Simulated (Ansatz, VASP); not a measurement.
# One calculation of TiO2, two programs

```xyz
6
Lattice="4.7348 0.0000 0.0000 0.0000 4.7348 0.0000 0.0000 0.0000 2.9049" Properties=species:S:1:pos:R:3 pbc="T T T"
Ti    0.0000    0.0000    0.0000
Ti    2.3674    2.3674    1.4525
O     1.4527    1.4527    0.0000
O     0.9147    3.8201    1.4525
O     3.8201    0.9147    1.4525
O     3.2821    3.2821    0.0000
```

Change from the starting cell: epitaxial_xy strain +3.0%.

Alike in both runs: task single point; functional PBE; k mesh 6 × 6 × 8; occupations fermi-dirac, width 0.02 eV; no spin polarisation.

|  | VASP | Ansatz |
| --- | --- | --- |
| version | VASP 6.6.1 | Ansatz 0.2.0 |
| potentials or method | VASP PAW PBE potentials, release 64 (Ti_sv, O) | plane waves, PAW |
| plane-wave cutoff (eV) | 520 | 420 |
| valence electrons in the cell | 48 | 48 |

Ansatz gave:

* gap on the k mesh at the Fermi level (eV): 1.98
* pressure (GPa): -1.5
* traceless stress, the component that is largest in VASP (GPa): 6.15
* rms of the force components (eV/Å): 0.038

Task: Estimate VASP's values.

Result: gap on the k mesh at the Fermi level (eV): 1.96; pressure (GPa): -0.9; traceless stress, the component that is largest in VASP (GPa): 6.44; rms of the force components (eV/Å): 0.058.

Atom by atom the forces differ by 0.021 eV/Å (rms over components). With one functional, cell and mesh, what is left measures potentials, basis and numerics.
